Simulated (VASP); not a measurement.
ZrSi2, 3 atoms in the cell. It takes space group P-6m2 (No. 187, hexagonal). The conventional cell has a = 3.091 Å, b = 3.091 Å, c = 6.623 Å, α = 90.00°, β = 90.00°, γ = 120.00°. Zr (site symmetry -6m2) has 6 Si at 2.79 Å and 6 Zr at 3.09 Å within 3.7 Å. Si (site symmetry 3m) has 7 Si at 2.33 to 3.09 Å and 3 Zr at 2.79 Å within 3.1 Å. The cell was generated, and may not be a known phase.

```yaml
Program: VASP 6.6.1
Task: single point
Functional: PBE
Potentials_or_basis: VASP PAW PBE potentials, release 64 (Zr_sv, Si)
Cutoff: 500 eV
k_mesh: 7 × 7 × 4
Occupations: gaussian, width 0.2 eV
Spin: no spin polarisation
Dipole_correction: no
Further_INCAR_settings: ALGO = Normal; EDIFF = 1e-06; NBANDS = 17
```

Potentials or basis: VASP PAW PBE potentials, release 64 (Zr_sv, Si).

The run is started by

```bash
$ cat potpaw_PBE.64/Zr_sv/POTCAR potpaw_PBE.64/Si/POTCAR > POTCAR
$ mpirun -np 1 vasp_std > vasp.out
```

Hardware: 1 thread of Intel Xeon 8259CL, with other jobs on the host.

Q: Estimate the wall time of this run.

A: Run time: 18 s on 1 thread of Intel Xeon 8259CL, with other jobs on the host, peak memory 0.18 GiB. Counts: scf iterations 13, k points 24.
